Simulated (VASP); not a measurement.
## Na3TlCl4: single point with PBE

The system is Na3TlCl4.

```
Na Tl Cl
1.0
    -3.02282    3.02282    5.89240
     3.02282   -3.02282    5.89240
     3.02282    3.02282   -5.89240
Na Tl Cl
3 1 4
Direct
  0.00000 0.00000 0.00000
  0.25000 0.75000 0.50000
  0.75000 0.25000 0.50000
  0.50000 0.50000 0.00000
  0.76891 0.76891 0.00000
  0.23109 0.23109 0.00000
  0.00000 0.50000 0.50000
  0.50000 0.00000 0.50000
```

```json
{"Program": "VASP 6.6.1", "Task": "single point", "Functional": "PBE", "Potentials or basis": "VASP PAW PBE potentials, release 64 (Na_pv, Tl_d, Cl)", "Cutoff": "520 eV", "k mesh": "6 × 6 × 6", "Occupations": "gaussian, width 0.01 eV", "Spin": "no spin polarisation", "Dipole correction": "no", "Further INCAR settings": "ALGO = Normal; EDIFF = 1e-06; NBANDS = 41"}
```

```json
{
 "Pressure": "0.0 GPa",
 "Band gap on the k mesh": "3.18 eV (least direct gap 3.25 eV)"
}
```

Forces in eV/Å, atoms in the order of the input:
```
Na   0.000  0.000  0.000
Na   0.000  0.000  0.000
Na   0.000  0.000  0.000
Tl   0.000  0.000  0.000
Cl   0.000  0.000 -0.003
Cl   0.000  0.000  0.003
Cl   0.000  0.000  0.000
Cl   0.000  0.000  0.000
```

Levels at points of the mesh, in eV from the valence-band top:
```tsv
k point	band 27	band 28	band 29	band 30	band 31	band 32	band 33	band 34	band 35	band 36
(0.00, 0.00, 0.00)	-2.68	-2.17	-2.10	-2.10	-2.06	3.18	4.82	5.65	5.81	5.81
(0.50, 0.00, 0.00)	-2.42	-2.31	-2.31	-2.25	-0.75	3.55	4.13	5.16	5.45	5.77
(0.50, 0.50, 0.00)	-2.26	-2.25	-2.19	-2.12	0.00	3.25	3.57	3.58	5.79	6.10
(0.50, 0.50, 0.50)	-2.35	-2.35	-2.35	-2.35	-2.02	3.75	4.86	4.90	5.64	6.17
```

Wall time 4.5 min on 1 thread of Intel(R) Xeon(R) Platinum 8488C (Sapphire Rapids) (shared host), peak memory 0.54 GiB.

Caveat: spin-orbit coupling is left out, which moves the levels of the heavy elements. A k mesh can miss the band edges.
